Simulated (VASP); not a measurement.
Set up this calculation in VASP 6.6.1, as the native input.

```
Task                   : single point
Functional             : PBEsol
Potentials or basis    : VASP PAW PBE potentials, release 64 (W_sv, C, O)
Cutoff                 : 520 eV
k mesh                 : 6 × 6 × 1
Occupations            : gaussian, width 0.1 eV
Spin                   : no spin polarisation
Dipole correction      : yes
Further INCAR settings : ALGO = Normal; EDIFF = 1e-06; NBANDS = 57
```

The structure of W6CO lies in POSCAR:

```
W6CO
1.0
    4.4611858937      0.0000000000      0.0000000000
   -2.2305929468      3.8635003149      0.0000000000
    0.0000000000      0.0000000000     20.9074398360
W C O
6 1 1
Direct
    0.6666666667      0.3333333333      0.1913194552
    0.3333333333      0.6666666667      0.2348750395
    0.0000000000      0.0000000000      0.2784306238
    0.6666666667      0.3333333333      0.3213647026
    0.3333333333      0.6666666667      0.3586767750
    0.0000000000      0.0000000000      0.3949522228
    0.4444444444      0.1111111111      0.4441401346
    0.4444444444      0.1111111111      0.5012779125
```

The input as run:

INCAR

```
SYSTEM = W6CO
PREC = Accurate
ENCUT = 520
EDIFF = 1E-6
ISMEAR = 0
SIGMA = 0.1
LREAL = .False.
LASPH = .True.
NELM = 100
ALGO = Normal
ISIF = 2
LWAVE = .False.
LCHARG = .False.
LDIPOL = .True.
IDIPOL = 3
DIPOL = 0.5 0.5 0.341
GGA = PS
NBANDS = 57
```

KPOINTS

```
Automatic mesh
0
Gamma
  6 6 1
  0 0 0
```

Potentials or basis: VASP PAW PBE potentials, release 64 (W_sv, C, O).

The run is started by

```console
$ cat potpaw_PBE.64/W_sv/POTCAR potpaw_PBE.64/C/POTCAR potpaw_PBE.64/O/POTCAR > POTCAR
$ mpirun -np 1 vasp_std > vasp.out
```

It gave:

```yaml
Largest_force: 2.799 eV/Å
Band_gap_on_the_k_mesh: zero (bands 47 and 48 overlap by 0.02 eV)
```

Caveat: the PAW data sets were made with another functional, which shifts forces and pressure a little; spin-orbit coupling is left out, which moves the levels of the heavy elements.

Run time: 21 min on 1 thread of AMD EPYC 7R13, on a shared host, peak memory 0.67 GiB.
